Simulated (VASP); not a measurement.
A run of VASP 6.6.1 is set up as follows.

The input INCAR:

```
  ALGO = Normal
  EDIFF = 1E-6
  EDIFFG = -0.005
  ENCUT = 600
  GGA = PE
  IBRION = 2
  ISIF = 3
  ISMEAR = -1
  LASPH = True
  LCHARG = False
  LREAL = False
  LWAVE = False
  NELM = 100
  NSW = 32
  PREC = Accurate
  PSTRESS = 120.0
  SIGMA = 0.08
```

KPOINTS

```
k-points
0
Gamma
  14 14 8
```

File POSCAR:

```
Hf
1.0
    3.1001916458      0.0000000000      0.0000000000
   -1.5500958229      2.6848447219      0.0000000000
    0.0000000000      0.0000000000      4.9233685302
Hf
2
Direct
    0.3333333333      0.6666666667      0.2500000000
    0.6666666667      0.3333333333      0.7500000000
```

Potentials or basis: VASP PAW PBE potentials, release 64 (Hf_pv).

Launch:

```bash
$ cat potpaw_PBE.64/Hf_pv/POTCAR > POTCAR
$ mpirun -np 1 vasp_std > vasp.out
```

Question: Estimate the relaxed cell.

Answer: a = 3.097 Å, b = 3.097 Å, c = 4.917 Å, α = 90.00°, β = 90.00°, γ = 120.00°.

Question: Estimate the relaxed volume.

Answer: 20.43 Å³/atom.

Question: Predict the space group after relaxing (to 0.1 Å).

Answer: P6_3/mmc (No. 194).

Question: Estimate the band gap on the k mesh.

Answer: Zero (bands 10 and 11 overlap by 1.51 eV).

Final structure:
```
Hf
1.0
     3.09740    0.00000    0.00000
    -1.54870    2.68242    0.00000
     0.00000    0.00000    4.91727
Hf
2
Direct
  0.33333 0.66667 0.25000
  0.66667 0.33333 0.75000
```

Caveat: the cell is relaxed towards a set pressure, so the run minimises the enthalpy, not the energy; spin-orbit coupling is left out, which moves the levels of the heavy elements.
